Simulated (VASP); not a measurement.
Al2Cu, 3 atoms in the cell. The typed cell holds 3 atoms: a = 4.049 Å, b = 4.049 Å, c = 4.049 Å, α = 120.00°, β = 120.00°, γ = 90.00°. 

* Program: VASP 6.6.1
* Task: single point
* Functional: PBEsol
* Potentials or basis: VASP PAW PBE potentials, release 64 (Al, Cu)
* Cutoff: 520 eV
* k mesh: 14 × 14 × 14
* Occupations: gaussian, width 0.15 eV
* Spin: no spin polarisation
* Dipole correction: no
* Further INCAR settings: ALGO = Fast; EDIFF = 1e-06; NBANDS = 16

Potentials or basis: VASP PAW PBE potentials, release 64 (Al, Cu).

Command:

```console
$ cat potpaw_PBE.64/Al/POTCAR potpaw_PBE.64/Cu/POTCAR > POTCAR
$ mpirun -np 1 vasp_std > vasp.out
```

Hardware: 1 thread of Intel Xeon 8259CL (shared host).

Question: Estimate the wall time of this run.

Answer: It took 7.8 min on 1 thread of Intel Xeon 8259CL, on a shared host, peak memory 0.31 GiB. Counts: scf iterations 16, k points 244.
